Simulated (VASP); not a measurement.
# Na2Ru (Cmmm) in VASP: relaxation of cell and atoms with PBE

Aim: the relaxation of cell and atoms of Na2Ru with PBE.

Everything below comes from runs of VASP 6.6.1. Logs are shortened: lines on timing, memory, paths and dates and some standing lists are left out, and cuts for length are marked.

## (1) The cell of the first run

The structure is orthorhombic, space group Cmmm (No. 65). Conventional cell: a = 7.280 Å, b = 7.668 Å, c = 4.554 Å, α = 90.00°, β = 90.00°, γ = 90.00°. Na (site symmetry m) has 3 Na at 2.28 to 2.43 Å and 2 Ru at 2.48 Å within 3.0 Å. Within 3.4 Å of Ru (site symmetry m2m) lie 8 Na at 2.48 to 3.34 Å.

The cell was generated, and may not be a known phase.

## (2) Relaxation of cell and atoms, PBE

The input, INCAR:

```
SYSTEM = Na2Ru
PREC = Accurate
ENCUT = 1130
EDIFF = 1E-7
ISMEAR = 0
SIGMA = 0.1
LREAL = .False.
LASPH = .True.
NELM = 120
ALGO = Normal
ISIF = 3
LWAVE = .False.
LCHARG = .False.
GGA = PE
IBRION = 2
NSW = 90
EDIFFG = -0.04
GGA_COMPAT = .False.
NELMIN = 4
```

The input, KPOINTS:

```
Automatic mesh
0
Gamma
  4 4 4
  0 0 0
```

The input, POSCAR:

```
Na2Ru
1.0
    3.6400952885     -3.8338598800      0.0000000000
    3.6400952885      3.8338598800      0.0000000000
    0.0000000000      0.0000000000      4.5540025365
Na Ru
4 2
Direct
    0.1666666667      0.1666666667      0.7500000000
    0.8333333333      0.8333333333      0.7500000000
    0.1666666667      0.1666666667      0.2500000000
    0.8333333333      0.8333333333      0.2500000000
    0.7604502601      0.2395497399      0.0000000000
    0.2395497399      0.7604502601      0.0000000000
```

Potentials or basis: VASP PAW PBE potentials, release 64 (Na_sv, Ru_sv).

The run is started by

```sh
> cat potpaw_PBE.64/Na_sv/POTCAR potpaw_PBE.64/Ru_sv/POTCAR > POTCAR
> mpirun -np 1 vasp_std > vasp.out
```

OUTCAR:

```text
SYSTEM = Na2Ru
   PREC = Accurate
   ENCUT = 1130
   EDIFF = 1E-7
   ISMEAR = 0
   LREAL = .False.
   LASPH = .True.
   NELM = 120
   ISIF = 3
   GGA = PE
   IBRION = 2
   NSW = 90
   EDIFFG = -0.04
   NELMIN = 4

 ion  position               nearest neighbor table
   1  0.167  0.167  0.750-
   2  0.833  0.833  0.750-
   3  0.167  0.167  0.250-
   4  0.833  0.833  0.250-
   5  0.760  0.240  0.000-
   6  0.240  0.760  0.000-

  LATTYP: Found a base centered orthorhombic cell.
 ALAT       =     7.2801905770
 B/A-ratio  =     1.0532306372
 C/A-ratio  =     0.6255334237

  Lattice vectors:

 A1 = (   3.6400952885,  -3.8338598800,   0.0000000000)
 A2 = (   3.6400952885,   3.8338598800,   0.0000000000)
 A3 = (   0.0000000000,   0.0000000000,   4.5540025365)

Analysis of symmetry for initial positions (statically):
=====================================================================
 Subroutine PRICEL returns:
 Original cell was already a primitive cell.

 Routine SETGRP: Setting up the symmetry group for a
 base centered orthorhombic supercell.

 Subroutine GETGRP returns: Found  8 space group operations
 (whereof  8 operations were pure point group operations)
 out of a pool of  8 trial point group operations.

The static configuration has the point symmetry D_2h.

Analysis of symmetry for dynamics (positions and initial velocities):
=====================================================================
 Subroutine PRICEL returns:
 Original cell was already a primitive cell.

 Routine SETGRP: Setting up the symmetry group for a
 base centered orthorhombic supercell.

 Subroutine GETGRP returns: Found  8 space group operations
 (whereof  8 operations were pure point group operations)
 out of a pool of  8 trial point group operations.

The dynamic configuration has the point symmetry D_2h.

 Subroutine INISYM returns: Found  8 space group operations
 (whereof  8 operations are pure point group operations),
 and found     1 'primitive' translations

----------------------------------------------------------------------------------------

                                     Primitive cell

  volume of cell :     127.1078

  direct lattice vectors                    reciprocal lattice vectors
     3.640095288 -3.833859880  0.000000000     0.137359042 -0.130416869  0.000000000
     3.640095288  3.833859880  0.000000000     0.137359042  0.130416869  0.000000000
     0.000000000  0.000000000  4.554002536     0.000000000  0.000000000  0.219587054

  length of vectors
     5.286660126  5.286660126  4.554002536     0.189409783  0.189409783  0.219587054

  position of ions in fractional coordinates (direct lattice)
     0.166666667  0.166666667  0.750000000
     0.833333333  0.833333333  0.750000000
     0.166666667  0.166666667  0.250000000
     0.833333333  0.833333333  0.250000000
     0.760450260  0.239549740  0.000000000
     0.239549740  0.760450260  0.000000000

  ion indices of the primitive-cell ions
   primitive index   ion index
                 1           1
                 2           2
                 3           3
                 4           4
                 5           5
                 6           6

----------------------------------------------------------------------------------------

 KPOINTS: Automatic mesh

Automatic generation of k-mesh.
 Grid dimensions read from file:
 generate k-points for:    4    4    4

 Generating k-lattice:

  Cartesian coordinates                     Fractional coordinates (reciprocal lattice)
     0.034339760 -0.032604217  0.000000000     0.250000000  0.000000000  0.000000000
     0.034339760  0.032604217  0.000000000     0.000000000  0.250000000  0.000000000
     0.000000000  0.000000000  0.054896763     0.000000000  0.000000000  0.250000000

  Length of vectors
     0.047352446  0.047352446  0.054896763

  Shift w.r.t. Gamma in fractional coordinates (k-lattice)
     0.000000000  0.000000000  0.000000000

 Subroutine IBZKPT returns following result:
 ===========================================

 Found     21 irreducible k-points:

 Following reciprocal coordinates:
            Coordinates               Weight
  0.000000  0.000000  0.000000      1.000000
  0.250000  0.000000  0.000000      4.000000
  0.500000  0.000000  0.000000      2.000000
  0.250000  0.250000  0.000000      2.000000
  0.500000  0.250000  0.000000      4.000000
 -0.250000  0.250000  0.000000      2.000000
[... 13 lines left out ...]
 -0.250000  0.250000  0.500000      2.000000
  0.500000  0.500000  0.500000      1.000000
   k-points           NKPTS =     21   k-points in BZ     NKDIM =     21   number of bands    NBANDS=     40
   number of dos      NEDOS =    301   number of ions     NIONS =      6
   total plane-waves  NPLWV = 180000
   dimension x,y,z NGX =    60 NGY =   60 NGZ =   50
   dimension x,y,z NGXF=   120 NGYF=  120 NGZF=  100
   ions per type =               4   2
   NGX,Y,Z   is equivalent  to a cutoff of  18.87, 18.87, 18.25 a.u.
   NGXF,Y,Z  is equivalent  to a cutoff of  37.74, 37.74, 36.51 a.u.
 SYSTEM =  Na2Ru
   PREC   = accura    normal or accurate (medium, high low for compatibility)
   ISTART =      0    job   : 0-new  1-cont  2-samecut
   ICHARG =      2    charge: 1-file 2-atom 10-const
   ISPIN  =      1    spin polarized calculation?
   LNONCOLLINEAR =      F non collinear calculations
   LSORBIT =      F    spin-orbit coupling
   LASPH  =      T    aspherical Exc in radial PAW
   ENCUT  = 1130.0 eV  83.05 Ry    9.11 a.u.  14.49 14.49 12.48*2*pi/ulx,y,z
   NELM   =    120;   NELMIN=  4; NELMDL= -5     # of ELM steps
   EDIFF  = 0.1E-06   stopping-criterion for ELM
   LREAL  =      F    real-space projection
   EDIFFG = -.4E-01   stopping-criterion for IOM
   NSW    =     90    number of steps for IOM
   IBRION =      2    ionic relax: 0-MD 1-quasi-New 2-CG
   NFREE  =      1    steps in history (QN), initial steepest desc. (CG)
   ISIF   =      3    stress and relaxation
   ISYM   =      2    0-nonsym 1-usesym 2-fastsym
   POTIM  = 0.5000    time-step for ionic-motion
   TEBEG  =    0.0;   TEEND  =   0.0 temperature during run
   PSTRESS=    0.0 pullay stress
   NELECT =      68.0000    total number of electrons
   NUPDOWN=      -1.0000    fix difference up-down
   EMIN   =  10.00;   EMAX   =-10.00  energy-range for DOS
   EFERMI =   0.00;   METHOD = LEGACY
   ISMEAR =     0;   SIGMA  =   0.10  broadening in eV -4-tet -1-fermi 0-gaus
   EFERMI_NEDOS =   21; number of points for ismear=-14 and -15
   IALGO  =     38    algorithm
   IMIX   =      4    mixing-type and parameters
     AMIX     =   0.40;   BMIX     =  1.00
     AMIX_MAG =   1.60;   BMIX_MAG =  1.00
  volume/ion in A,a.u.               =      21.18       142.96
  Fermi-wavevector in a.u.,A,eV,Ry     =   1.328986  2.511419 24.030659  1.766204
  Thomas-Fermi vector in A             =   2.458182
   LORBIT       =      0    0 simple, 1 ext, 2 COOP (PROOUT), +10 PAW based schemes
   GGA     = PE    functional components
   LHFCALC =     F    Hartree Fock is set to
   AEXX    =    0.0000 exact exchange contribution
   IVDW    =     0    specifies the selected vdW correction
   LEPSILON=     F    determine dielectric tensor
   LRPA    =     F    only Hartree local field effects (RPA)
 conjugate gradient relaxation of ions
 non-spin polarized calculation
 Gauss-broadening in eV      SIGMA  =   0.10
  energy-cutoff  :     1130.00
  volume of cell :      127.11
 maximum number of plane-waves:     10985
 NGX is ok and might be reduce to    60
   NGX = 29   NGY = 29   NGZ = 25

--------------------------------------- Ionic step        1  -------------------------------------------

 number of electron      68.0000013 magnetization

 Free energy of the ion-electron system (eV)
  ---------------------------------------------------
  ext. energy  EPLUGINS =         0.00000000
  ---------------------------------------------------
  free energy    TOTEN  =       -10.72736160 eV

  energy without entropy =      -10.65580854  energy(sigma->0) =      -10.69158507

------------------------ aborting loop because EDIFF is reached ----------------------------------------

  FORCE on cell =-STRESS in cart. coord.  units (eV):
  Direction    XX          YY          ZZ          XY          YZ          ZX
  --------------------------------------------------------------------------------------
  -------------------------------------------------------------------------------------
  Total        5.6684434      9.3741831     15.4237758      0.0000000      0.0000000      0.0000000
  in kB       71.4499857    118.1603480    194.4146705      0.0000000      0.0000000      0.0000000
  external PRESSURE =     128.0083347 kB  Pullay stress =       0.0000000 kB
[... 101 lines left out ...]
  FREE ENERGIE OF THE ION-ELECTRON SYSTEM (eV)
  ---------------------------------------------------
  free  energy   TOTEN  =       -14.0151530823 eV

  energy  without entropy=      -13.9007098819  energy(sigma->0) =      -13.95793148

 E-fermi :   3.9307     XC(G=0):  -8.8578

 val. band max:        3.9254967479   @ k =   0.5000   0.5000   0.2500
 cond. band min:       3.9598834268   @ k =   0.0000   0.0000   0.0000
 fundamental gap:      0.0343866789
 Fermi energy:         3.9306552036

 k-point     1 :       0.0000    0.0000    0.0000
  band No.  band energies     occupation
      1     -68.2076      2.00000
      2     -67.9963      2.00000
      3     -48.2730      2.00000
      4     -48.2638      2.00000
      5     -48.2550      2.00000
      6     -48.2459      2.00000
[... 892 lines left out ...]
     39       5.8438      0.00000
     40       6.0194      0.00000

[... ionic steps 4 to 22 ...]

--------------------------------------- Ionic step       23  -------------------------------------------

 number of electron      67.9999994 magnetization

------------------------ aborting loop because EDIFF is reached ----------------------------------------

  FORCE on cell =-STRESS in cart. coord.  units (eV):
  Direction    XX          YY          ZZ          XY          YZ          ZX
  --------------------------------------------------------------------------------------
  -------------------------------------------------------------------------------------
  Total       -0.1746507     -0.3618077     -0.0493989      0.0000000      0.0000000      0.0000000
  in kB       -2.2262675     -4.6119512     -0.6296868      0.0000000      0.0000000      0.0000000
  external PRESSURE =      -2.4893018 kB  Pullay stress =       0.0000000 kB
[... 65 lines left out ...]
  energy  without entropy=      -18.4786051630  energy(sigma->0) =      -18.49491556

--------------------------------------- Ionic step       25  -------------------------------------------

 number of electron      68.0000000 magnetization

 Free energy of the ion-electron system (eV)
  ---------------------------------------------------
  ext. energy  EPLUGINS =         0.00000000
  ---------------------------------------------------
  free energy    TOTEN  =       -18.51207683 eV

  energy without entropy =      -18.47966457  energy(sigma->0) =      -18.49587070

 E-fermi :   4.4327     XC(G=0):  -9.1430

 val. band max:        4.4274263353   @ k =   0.5000   0.2500   0.2500
 cond. band min:       4.4760249647   @ k =   0.5000   0.2500   0.0000
 fundamental gap:      0.0485986294
 Fermi energy:         4.4326859082

 k-point     1 :       0.0000    0.0000    0.0000
  band No.  band energies     occupation
      1     -67.7044      2.00000
      2     -67.5205      2.00000
      3     -47.8596      2.00000
      4     -47.8463      2.00000
      5     -47.8364      2.00000
      6     -47.8236      2.00000
[... 925 lines left out ...]
  FREE ENERGIE OF THE ION-ELECTRON SYSTEM (eV)
  ---------------------------------------------------
  free  energy   TOTEN  =       -18.5120768308 eV

  energy  without entropy=      -18.4796645661  energy(sigma->0) =      -18.49587070

 reached required accuracy - stopping structural energy minimisation
```

It took 52 min on 1 thread of Intel Xeon 6975P-C (Granite Rapids), shared host; peak memory 0.62 GiB.

Results:

- Free energy: -18.5121 eV
- Relaxed volume: 20.85 Å³/atom
- Relaxed cell: a = 4.309 Å, b = 4.309 Å, c = 6.738 Å, α = 90.00°, β = 90.00°, γ = 88.98°
- Space group after relaxing (to 0.1 Å): Cmmm (No. 65)
- Energy gained by relaxing: 1297.5 meV/atom
- Ionic steps: 25
- Pressure after relaxing: 0.1 GPa
- Largest force after relaxing: 0.028 eV/Å
- Band gap on the k mesh: zero (bands 34 and 35 overlap by 0.49 eV)

Forces on the atoms (eV/Å):
```
Na  -0.008  0.000  0.003
Na   0.008  0.000  0.003
Na  -0.008  0.000 -0.003
Na   0.008  0.000 -0.003
Ru   0.000  0.028  0.000
Ru   0.000 -0.028  0.000
```

Step by step:
| step | energy change (eV) | largest force (eV/Å) | pressure (GPa) | volume (Å³) |
| --- | --- | --- | --- | --- |
| 1 | 0.0000 | 4.3276 | 12.80 | 127.11 |
| 2 | -3.2410 | 1.0220 | -2.04 | 160.64 |
| 3 | -3.2878 | 0.9948 | -2.59 | 164.23 |
| 4 | -3.3087 | 0.9893 | -3.44 | 171.55 |
| 5 | -4.5348 | 0.8379 | -3.41 | 163.11 |
| 6 | -7.0961 | 0.9626 | 2.39 | 132.93 |
| 7 | -7.0406 | 1.3506 | 4.84 | 128.40 |
| 8 | -7.0962 | 1.0967 | 3.24 | 131.20 |
| 9 | -6.8433 | 1.7117 | -4.28 | 138.92 |
| 10 | -7.3510 | 0.8756 | -0.06 | 135.13 |
| 11 | -7.3514 | 0.8933 | 0.21 | 134.83 |
| 12 | -7.5874 | 0.5401 | -0.51 | 135.75 |
| 13 | -7.7028 | 0.3256 | -1.21 | 136.95 |
| 14 | -7.6533 | 1.5769 | 2.22 | 130.61 |
| 15 | -7.7217 | 0.2201 | -0.15 | 134.62 |
| 16 | -7.7417 | 0.1668 | -0.33 | 133.08 |
| 17 | -7.7570 | 0.1445 | -0.72 | 129.98 |
| 18 | -7.7667 | 0.1453 | -0.23 | 127.99 |
| 19 | -7.7706 | 0.1545 | 0.54 | 125.17 |
| 20 | -7.7708 | 0.1522 | 0.41 | 125.63 |
| 21 | -7.7757 | 0.1189 | 0.20 | 125.65 |
| 22 | -7.7797 | 0.3065 | -0.39 | 125.70 |
| 23 | -7.7802 | 0.2598 | -0.25 | 125.69 |
| 24 | -7.7839 | 0.1266 | -0.06 | 125.35 |
| 25 | -7.7847 | 0.0277 | 0.08 | 125.10 |

Final structure:
```cif
data_structure
_symmetry_space_group_name_H-M 'P 1'
_symmetry_Int_Tables_number 1
_cell_length_a 4.3093
_cell_length_b 4.3093
_cell_length_c 6.7377
_cell_angle_alpha 90.000
_cell_angle_beta 90.000
_cell_angle_gamma 88.976
_cell_volume 125.10
loop_
_atom_site_label
_atom_site_type_symbol
_atom_site_fract_x
_atom_site_fract_y
_atom_site_fract_z
_atom_site_occupancy
Na1 Na 0.23126 0.23126 0.70860 1
Na2 Na 0.76874 0.76874 0.70860 1
Na3 Na 0.23126 0.23126 0.29140 1
Na4 Na 0.76874 0.76874 0.29140 1
Ru1 Ru 0.69005 0.30995 0.00000 1
Ru2 Ru 0.30995 0.69005 0.00000 1
```

Caveat: a cell axis changed by over 15 % at a fixed basis, so the end point is rough.

The gap in the log of VASP goes by the Fermi energy; the results here count the filled bands.